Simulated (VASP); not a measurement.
# C (P6_3/mmc) in VASP: a series of runs

The runs below take C through relaxation of shape and atoms at fixed volume, with r2SCAN.

All numbers are computed with VASP 6.6.1; they aren't measurements. Logs are shortened: lines on timing, memory, paths and dates and some standing lists are left out, and cuts for length are marked.

## 1. The cell of the first run

Symmetry: P6_3/mmc, No. 194, hexagonal system. Conventional cell: a = 2.480 Å, b = 2.480 Å, c = 7.120 Å, α = 90.00°, β = 90.00°, γ = 120.00°. Within 1.9 Å of C (site symmetry -6m2) lie 3 C at 1.43 Å. C (site symmetry -6m2) has 3 C at 1.43 Å within 1.9 Å.

## 2. Relaxation of shape and atoms at fixed volume, r2SCAN (9.48 Å³/atom)

File POSCAR:

```
C
1.0
    2.4802080565      0.0000000000      0.0000000000
   -1.2401040282      2.1479231836      0.0000000000
    0.0000000000      0.0000000000      7.1195899804
C
4
Direct
    0.0000000000      0.0000000000      0.0024999316
    0.0000000000      0.0000000000      0.5024999316
    0.3333333333      0.6666666667      0.0025000684
    0.6666666667      0.3333333333      0.5025000684
```

File INCAR.step1:

```
SYSTEM = C
PREC     = Accurate       ! precision mode
ENCUT    = 600            ! plane-wave cutoff, eV
ISMEAR   = 0              ! smearing method
SIGMA    = 0.1            ! smearing width, eV
LREAL    = .False.        ! projectors in reciprocal space
LASPH    = .True.         ! aspherical terms in the spheres
NELM     = 100            ! most SCF steps
GGA      = PE             ! functional
ALGO     = Normal         ! electronic algorithm
EDIFF    = 1E-4           ! SCF threshold, eV
LWAVE    = .True.         ! write WAVECAR
LCHARG   = .False.        ! write CHGCAR
```

File INCAR.step2:

```
SYSTEM = C
PREC     = Accurate       ! precision mode
ENCUT    = 600            ! plane-wave cutoff, eV
EDIFF    = 1E-6           ! SCF threshold, eV
ISMEAR   = 0              ! smearing method
SIGMA    = 0.1            ! smearing width, eV
LREAL    = .False.        ! projectors in reciprocal space
LASPH    = .True.         ! aspherical terms in the spheres
NELM     = 100            ! most SCF steps
ALGO     = Normal         ! electronic algorithm
ISIF     = 4              ! what is computed and relaxed
LWAVE    = .False.        ! write WAVECAR
LCHARG   = .False.        ! write CHGCAR
METAGGA  = R2SCAN         ! meta-GGA
LMIXTAU  = .True.       
IBRION   = 2              ! ionic algorithm
NSW      = 50             ! ionic steps
EDIFFG   = -0.01          ! ionic threshold
ISTART   = 1
```

File KPOINTS:

```
regular mesh
0
Gamma
  18 18 6
  0 0 0
```

Potentials or basis: VASP PAW PBE potentials, release 64 (C).

Started as:

```bash
$ cat potpaw_PBE.64/C/POTCAR > POTCAR
$ cp INCAR.step1 INCAR
$ mpirun -np 1 vasp_std > vasp.out
$ cp INCAR.step2 INCAR
$ mpirun -np 1 vasp_std > vasp.out
```

OUTCAR:

```text
SYSTEM = C
   PREC = Accurate
   ENCUT = 600
   EDIFF = 1E-6
   ISMEAR = 0
   LREAL = .False.
   LASPH = .True.
   NELM = 100
   ISIF = 4
   METAGGA = R2SCAN
   IBRION = 2
   NSW = 50
   EDIFFG = -0.01
   ISTART = 1

 ion  position               nearest neighbor table
   1  0.000  0.000  0.002-   3 1.43   3 1.43   3 1.43
   2  0.000  0.000  0.502-   4 1.43   4 1.43   4 1.43
   3  0.333  0.667  0.003-   1 1.43   1 1.43   1 1.43
   4  0.667  0.333  0.503-   2 1.43   2 1.43   2 1.43

  LATTYP: Found a hexagonal cell.
 ALAT       =     2.4802080565
 C/A-ratio  =     2.8705615893

  Lattice vectors:

 A1 = (   2.4802080565,   0.0000000000,   0.0000000000)
 A2 = (  -1.2401040282,   2.1479231836,   0.0000000000)
 A3 = (   0.0000000000,   0.0000000000,   7.1195899804)

Analysis of symmetry for initial positions (statically):
=====================================================================
 Subroutine PRICEL returns:
 Original cell was already a primitive cell.

 Routine SETGRP: Setting up the symmetry group for a
 hexagonal supercell.

 Subroutine GETGRP returns: Found 24 space group operations
 (whereof  6 operations were pure point group operations)
 out of a pool of 24 trial point group operations.

The static configuration has the point symmetry C_3v.
 The point group associated with its full space group is D_6h.

Analysis of symmetry for dynamics (positions and initial velocities):
=====================================================================
 Subroutine PRICEL returns:
 Original cell was already a primitive cell.

 Routine SETGRP: Setting up the symmetry group for a
 hexagonal supercell.

 Subroutine GETGRP returns: Found 24 space group operations
 (whereof  6 operations were pure point group operations)
 out of a pool of 24 trial point group operations.

The dynamic configuration has the point symmetry C_3v.
 The point group associated with its full space group is D_6h.

 Subroutine INISYM returns: Found 24 space group operations
 (whereof  6 operations are pure point group operations),
 and found     1 'primitive' translations

----------------------------------------------------------------------------------------

                                     Primitive cell

  volume of cell :      37.9282

  direct lattice vectors                    reciprocal lattice vectors
     2.480208056  0.000000000  0.000000000     0.403191981  0.232782999  0.000000000
    -1.240104028  2.147923184  0.000000000     0.000000000  0.465565998  0.000000000
     0.000000000  0.000000000  7.119589980     0.000000000  0.000000000  0.140457527

  length of vectors
     2.480208056  2.480208056  7.119589980     0.465565998  0.465565998  0.140457527

  position of ions in fractional coordinates (direct lattice)
     0.000000000  0.000000000  0.002499932
     0.000000000  0.000000000  0.502499932
     0.333333333  0.666666667  0.002500068
     0.666666667  0.333333333  0.502500068

  ion indices of the primitive-cell ions
   primitive index   ion index
                 1           1
                 2           2
                 3           3
                 4           4

----------------------------------------------------------------------------------------

 KPOINTS: regular mesh

Automatic generation of k-mesh.
 Grid dimensions read from file:
 generate k-points for:   18   18    6

 Generating k-lattice:

  Cartesian coordinates                     Fractional coordinates (reciprocal lattice)
     0.022399555  0.012932389  0.000000000     0.055555556  0.000000000  0.000000000
     0.000000000  0.025864778  0.000000000     0.000000000  0.055555556  0.000000000
     0.000000000  0.000000000  0.023409588     0.000000000  0.000000000  0.166666667

  Length of vectors
     0.025864778  0.025864778  0.023409588

  Shift w.r.t. Gamma in fractional coordinates (k-lattice)
     0.000000000  0.000000000  0.000000000

 Subroutine IBZKPT returns following result:
 ===========================================

 Found    148 irreducible k-points:

 Following reciprocal coordinates:
            Coordinates               Weight
  0.000000  0.000000  0.000000      1.000000
  0.055556  0.000000  0.000000      6.000000
  0.111111  0.000000  0.000000      6.000000
  0.166667  0.000000  0.000000      6.000000
  0.222222  0.000000  0.000000      6.000000
  0.277778  0.000000  0.000000      6.000000
[... 16 lines left out ...]
  0.333333  0.111111  0.000000     12.000000
  0.388889  0.111111  0.000000     12.000000
 [... further k-points ...]
   k-points           NKPTS =    148   k-points in BZ     NKDIM =    148   number of bands    NBANDS=     12
   number of dos      NEDOS =    301   number of ions     NIONS =      4
   total plane-waves  NPLWV =  24000
   dimension x,y,z NGX =    20 NGY =   20 NGZ =   60
   dimension x,y,z NGXF=    40 NGYF=   40 NGZF=  120
   ions per type =               4
   NGX,Y,Z   is equivalent  to a cutoff of  13.41, 13.41, 14.01 a.u.
[... 12 lines left out ...]
   LREAL  =      F    real-space projection
   EDIFFG = -.1E-01   stopping-criterion for IOM
   NSW    =     50    number of steps for IOM
   IBRION =      2    ionic relax: 0-MD 1-quasi-New 2-CG
   NFREE  =      1    steps in history (QN), initial steepest desc. (CG)
   ISIF   =      4    stress and relaxation
   ISYM   =      2    0-nonsym 1-usesym 2-fastsym
   POTIM  = 0.5000    time-step for ionic-motion
   TEBEG  =    0.0;   TEEND  =   0.0 temperature during run
   PSTRESS=    0.0 pullay stress
   NELECT =      16.0000    total number of electrons
   NUPDOWN=      -1.0000    fix difference up-down
   EMIN   =  10.00;   EMAX   =-10.00  energy-range for DOS
   EFERMI =   0.00;   METHOD = LEGACY
   ISMEAR =     0;   SIGMA  =   0.10  broadening in eV -4-tet -1-fermi 0-gaus
   EFERMI_NEDOS =   21; number of points for ismear=-14 and -15
   IALGO  =     38    algorithm
   IMIX   =      4    mixing-type and parameters
     AMIX     =   0.40;   BMIX     =  1.00
     AMIX_MAG =   1.60;   BMIX_MAG =  1.00
  volume/ion in A,a.u.               =       9.48        63.99
  Fermi-wavevector in a.u.,A,eV,Ry     =   1.227800  2.320205 20.510677  1.507492
  Thomas-Fermi vector in A             =   2.362749
   LORBIT       =      0    0 simple, 1 ext, 2 COOP (PROOUT), +10 PAW based schemes
   METAGGA = R2SCAN    functional components
   LHFCALC =     F    Hartree Fock is set to
   AEXX    =    0.0000 exact exchange contribution
   IVDW    =     0    specifies the selected vdW correction
   LEPSILON=     F    determine dielectric tensor
   LRPA    =     F    only Hartree local field effects (RPA)
 conjugate gradient relaxation of ions
 non-spin polarized calculation
 Gauss-broadening in eV      SIGMA  =   0.10
  energy-cutoff  :      600.00
  volume of cell :       37.93
 maximum number of plane-waves:      1293
 NGX is ok and might be reduce to    20
   NGX =  9   NGY =  9   NGZ = 29

--------------------------------------- Ionic step        1  -------------------------------------------

 number of electron      16.0000000 magnetization

 Free energy of the ion-electron system (eV)
  ---------------------------------------------------
  ext. energy  EPLUGINS =         0.00000000
  ---------------------------------------------------
  free energy    TOTEN  =       -39.74214106 eV

  energy without entropy =      -39.74133092  energy(sigma->0) =      -39.74173599

------------------------ aborting loop because EDIFF is reached ----------------------------------------

  FORCE on cell =-STRESS in cart. coord.  units (eV):
  Direction    XX          YY          ZZ          XY          YZ          ZX
  --------------------------------------------------------------------------------------
  -------------------------------------------------------------------------------------
  Total       -2.5998744     -2.5998744     -0.1289673     -0.0000000      0.0000000      0.0000000
  in kB     -109.8249727   -109.8249727     -5.4478910     -0.0000000      0.0000000      0.0000000
  external PRESSURE =     -75.0326121 kB  Pullay stress =       0.0000000 kB
[... 61 lines left out ...]
  energy  without entropy=      -39.7626077970  energy(sigma->0) =      -39.76301431

--------------------------------------- Ionic step        3  -------------------------------------------

 number of electron      16.0000001 magnetization

 Free energy of the ion-electron system (eV)
  ---------------------------------------------------
  ext. energy  EPLUGINS =         0.00000000
  ---------------------------------------------------
  free energy    TOTEN  =       -39.76381914 eV

  energy without entropy =      -39.76300655  energy(sigma->0) =      -39.76341285

 E-fermi :   4.0136     XC(G=0): -10.5872

 val. band max:        4.0095208211   @ k =   0.3333   0.3333   0.1667
 cond. band min:       4.0164115950   @ k =   0.3333   0.3333   0.3333
 fundamental gap:      0.0068907739
 Fermi energy:         4.0135836203

 k-point     1 :       0.0000    0.0000    0.0000
  band No.  band energies     occupation
      1     -16.8800      2.00000
      2     -16.7207      2.00000
      3      -4.7249      2.00000
      4      -3.3807      2.00000
      5       0.7965      2.00000
      6       0.7965      2.00000
      7       0.8047      2.00000
      8       0.8047      2.00000
      9       7.8479      0.00000
     10      12.7108      0.00000
     11      12.7109      0.00000
     12      12.7380      0.00000
[... 331 lines left out ...]
 k-point    24 :       0.3889    0.1111    0.0000
  band No.  band energies     occupation
      1     -11.8972      2.00000
      2     -11.7903      2.00000
      3      -9.0368      2.00000
      4      -8.9548      2.00000
      5      -3.6970      2.00000
      6      -3.6593      2.00000
      7       0.9189      2.00000
      8       1.7009      2.00000
      9       6.0556      0.00000
     10       6.6431      0.00000
     11      12.9834      0.00000
     12      13.2429      0.00000

 [... further k-points ...]

------------------------ aborting loop because EDIFF is reached ----------------------------------------

  FORCE on cell =-STRESS in cart. coord.  units (eV):
  Direction    XX          YY          ZZ          XY          YZ          ZX
  --------------------------------------------------------------------------------------
  -------------------------------------------------------------------------------------
  Total       -0.2002996     -0.2002996     -0.2048493     -0.0000000     -0.0000000      0.0000000
  in kB       -8.4611384     -8.4611384     -8.6533304     -0.0000000     -0.0000000      0.0000000
  external PRESSURE =      -8.5252024 kB  Pullay stress =       0.0000000 kB
[... 19 lines left out ...]
  FREE ENERGIE OF THE ION-ELECTRON SYSTEM (eV)
  ---------------------------------------------------
  free  energy   TOTEN  =       -39.7638191439 eV

  energy  without entropy=      -39.7630065509  energy(sigma->0) =      -39.76341285

 reached required accuracy - stopping structural energy minimisation
```

Wall time 13 min (1 thread of AMD EPYC 7R13, shared host); peak memory 0.21 GiB.

What came out:

```yaml
Free_energy: -39.7638 eV
Energy_gained_by_relaxing: 5.4 meV/atom
Ionic_steps: 3
Pressure_after_relaxing: -0.9 GPa
Band_gap_on_the_k_mesh: zero (bands 8 and 9 overlap by 0.01 eV)
```

The path:
| step | energy change (eV) | largest force (eV/Å) | pressure (GPa) | volume (Å³) |
| --- | --- | --- | --- | --- |
| 1 | 0.0000 | 0.0000 | -7.50 | 37.93 |
| 2 | -0.0213 | 0.0000 | 0.09 | 37.93 |
| 3 | -0.0217 | 0.0000 | -0.85 | 37.93 |

Final structure:
```xyz
4
Lattice="2.4587 0.0000 0.0000 -1.2293 2.1293 0.0000 0.0000 0.0000 7.2448" Properties=species:S:1:pos:R:3 pbc="T T T"
C     0.0000    0.0000    0.0181
C     0.0000    0.0000    3.6405
C     0.0000    1.4195    0.0181
C     1.2293    0.7098    3.6405
```

Caveat: the PAW data sets were made with another functional, which shifts forces and pressure a little.

## 3. Relaxation of shape and atoms at fixed volume, r2SCAN (8.65 Å³/atom)

This run uses another cell than the first one, of 8.65 Å³/atom.

File POSCAR:

```
C
1.0
    2.4286326208      0.0000000000      0.0000000000
   -1.2143163104      2.1032575461      0.0000000000
    0.0000000000      0.0000000000      6.7763868612
C
4
Direct
    0.0000000000      0.0000000000      0.0025000000
    0.0000000000      0.0000000000      0.5025000000
    0.3333333333      0.6666666667      0.0025000000
    0.6666666667      0.3333333333      0.5025000000
```

File INCAR.step1:

```
PREC = Accurate ; ENCUT = 600
ISMEAR = 0 ; SIGMA = 0.1
LREAL = F ; LASPH = T
NELM = 100 ; GGA = PE
ALGO = Normal ; EDIFF = 1E-4
LWAVE = T ; LCHARG = F
```

File INCAR.step2:

```
PREC = Accurate ; ENCUT = 600
EDIFF = 1E-6 ; ISMEAR = 0
SIGMA = 0.1 ; LREAL = F
LASPH = T ; NELM = 100
ALGO = Normal ; ISIF = 4
LWAVE = F ; LCHARG = F
METAGGA = R2SCAN ; LMIXTAU = T
IBRION = 2 ; NSW = 50
EDIFFG = -0.01 ; ISTART = 1
```

File KPOINTS:

```
Automatic mesh
0
Gamma
  18 18 6
```

Potentials or basis: VASP PAW PBE potentials, release 64 (C).

Started as:

```bash
$ cat potpaw_PBE.64/C/POTCAR > POTCAR
$ cp INCAR.step1 INCAR
$ mpirun -np 1 vasp_std > vasp.out
$ cp INCAR.step2 INCAR
$ mpirun -np 1 vasp_std > vasp.out
```

Run time: 16 min. Hardware: 1 thread of Intel Xeon 8259CL, shared host; peak memory 0.2 GiB.

The run converged. Its results:

```yaml
Free_energy: -39.7509 eV
Energy_gained_by_relaxing: 8.0 meV/atom
Ionic_steps: 3
Pressure_after_relaxing: 1.6 GPa
Band_gap_on_the_k_mesh: zero (bands 8 and 9 overlap by 0.03 eV)
```

The path:
```csv
step,energy change (eV),largest force (eV/Å),pressure (GPa),volume (Å³)
1,0.0000,0.0000,10.41,34.61
2,-0.0301,0.0000,-0.65,34.61
3,-0.0322,0.0000,1.55,34.61
```

Final structure:
```
C
1.0
     2.45358    0.00000    0.00000
    -1.22679    2.12486    0.00000
     0.00000    0.00000    6.63930
C
4
Direct
  0.00000 0.00000 0.00250
  0.00000 0.00000 0.50250
  0.33333 0.66667 0.00250
  0.66667 0.33333 0.50250
```

Levels at points of the mesh, in eV from the Fermi level:
| k point | band 4 | band 5 | band 6 | band 7 | band 8 | band 9 | band 10 | band 11 | band 12 |
| --- | --- | --- | --- | --- | --- | --- | --- | --- | --- |
| (0.00, 0.00, 0.00) | -6.97 | -3.19 | -3.19 | -3.17 | -3.17 | 4.55 | 8.75 | 8.75 | 8.81 |
| (0.50, 0.00, 0.00) | -14.02 | -6.83 | -6.77 | -2.97 | -2.22 | 1.63 | 2.38 | 7.61 | 8.05 |
| (0.00, 0.00, 0.50) | -8.14 | -3.18 | -3.18 | -3.18 | -3.18 | 7.42 | 7.42 | 8.78 | 8.78 |
| (0.50, 0.00, 0.50) | -14.08 | -6.80 | -6.80 | -2.52 | -2.52 | 1.78 | 1.78 | 7.82 | 7.82 |

Caveat: the PAW data sets were made with another functional, which shifts forces and pressure a little.

## 4. Relaxation of shape and atoms at fixed volume, r2SCAN (8.93 Å³/atom)

This run uses another cell than the first one, of 8.93 Å³/atom.

File POSCAR:

```
C
1.0
    2.4310820521      0.0000000000      0.0000000000
   -1.2155410260      2.1053788158      0.0000000000
    0.0000000000      0.0000000000      6.9785707591
C
4
Direct
    0.0000000000      0.0000000000      0.0024999316
    0.0000000000      0.0000000000      0.5024999316
    0.3333333333      0.6666666667      0.0025000684
    0.6666666667      0.3333333333      0.5025000684
```

File INCAR.step1:

```
SYSTEM = C
PREC     = Accurate       ! precision mode
ENCUT    = 600            ! plane-wave cutoff, eV
ISMEAR   = 0              ! smearing method
SIGMA    = 0.1            ! smearing width, eV
LREAL    = .FALSE.        ! projectors in reciprocal space
LASPH    = .TRUE.         ! aspherical terms in the spheres
NELM     = 60             ! most SCF steps
GGA      = PE             ! functional
ALGO     = Normal         ! electronic algorithm
EDIFF    = 1E-4           ! SCF threshold, eV
LWAVE    = .TRUE.         ! write WAVECAR
LCHARG   = .FALSE.        ! write CHGCAR
```

File INCAR.step2:

```
SYSTEM = C
PREC     = Accurate       ! precision mode
ENCUT    = 600            ! plane-wave cutoff, eV
EDIFF    = 1E-6           ! SCF threshold, eV
ISMEAR   = 0              ! smearing method
SIGMA    = 0.1            ! smearing width, eV
LREAL    = .FALSE.        ! projectors in reciprocal space
LASPH    = .TRUE.         ! aspherical terms in the spheres
NELM     = 60             ! most SCF steps
ALGO     = Normal         ! electronic algorithm
ISIF     = 4              ! what is computed and relaxed
LWAVE    = .FALSE.        ! write WAVECAR
LCHARG   = .FALSE.        ! write CHGCAR
METAGGA  = R2SCAN         ! meta-GGA
LMIXTAU  = .TRUE.       
IBRION   = 2              ! ionic algorithm
NSW      = 50             ! ionic steps
EDIFFG   = -0.01          ! ionic threshold
ISTART   = 1
```

File KPOINTS:

```
Automatic mesh
0
G
  18 18 6
  0 0 0
```

Started as:

```bash
$ cat potpaw_PBE.64/C/POTCAR > POTCAR
$ cp INCAR.step1 INCAR
$ mpirun -np 1 vasp_std > vasp.out
$ cp INCAR.step2 INCAR
$ mpirun -np 1 vasp_std > vasp.out
```

Run time: 14 min. Hardware: 1 thread of Intel Xeon 8259CL, shared host; peak memory 0.2 GiB.

Results (log left out):

```yaml
Free_energy: -39.7605 eV
Energy_gained_by_relaxing: 7.8 meV/atom
Ionic_steps: 3
Pressure_after_relaxing: 0.4 GPa
Band_gap_on_the_k_mesh: zero (bands 8 and 9 overlap by 0.02 eV)
```

Step by step:
| step | energy change (eV) | largest force (eV/Å) | pressure (GPa) | volume (Å³) |
| --- | --- | --- | --- | --- |
| 1 | 0.0000 | 0.0000 | 8.97 | 35.72 |
| 2 | -0.0296 | 0.0000 | -1.50 | 35.72 |
| 3 | -0.0312 | 0.0000 | 0.40 | 35.72 |

Final structure:
```
C
1.0
     2.45594    0.00000    0.00000
    -1.22797    2.12691    0.00000
     0.00000    0.00000    6.83800
C
4
Cartesian
  0.0000 0.0000 0.0171
  0.0000 0.0000 3.4361
  0.0000 1.4179 0.0171
  1.2280 0.7090 3.4361
```

Levels at points of the mesh, in eV from the Fermi level:
```tsv
k point	band 6	band 7	band 8	band 9	band 10	band 11
(0.00, 0.00, 0.00)	-3.20	-3.18	-3.18	4.28	8.73	8.73
(0.50, 0.00, 0.00)	-6.78	-2.90	-2.25	1.61	2.29	7.61
(0.00, 0.00, 0.50)	-3.19	-3.19	-3.19	6.90	6.90	8.75
(0.50, 0.00, 0.50)	-6.81	-2.52	-2.52	1.77	1.77	7.79
```

Caveat: the PAW data sets were made with another functional, which shifts forces and pressure a little.

## 5. Overview

```tsv
cell	gap on the mesh (eV)	pressure (GPa)
relaxed from a = 2.480, b = 2.480, c = 7.120 Å, angles 90.0, 90.0, 120.0°, 4 atoms	none	-0.9
relaxed from a = 2.429, b = 2.429, c = 6.776 Å, angles 90.0, 90.0, 120.0°, 4 atoms	none	1.6
relaxed from a = 2.431, b = 2.431, c = 6.979 Å, angles 90.0, 90.0, 120.0°, 4 atoms	none	0.4
```

Alike in all rows: task relaxation of shape and atoms at fixed volume; level r2SCAN; potentials or basis VASP PAW PBE potentials, release 64 (C); no spin polarisation; k mesh 18 × 18 × 6; cutoff (eV) 600; smearing gaussian 0.1 eV.

Caveats: the PAW data sets were made with another functional, which shifts forces and pressure a little.

Total energies depend on the potentials used, so only differences within one code and one set of settings carry meaning.
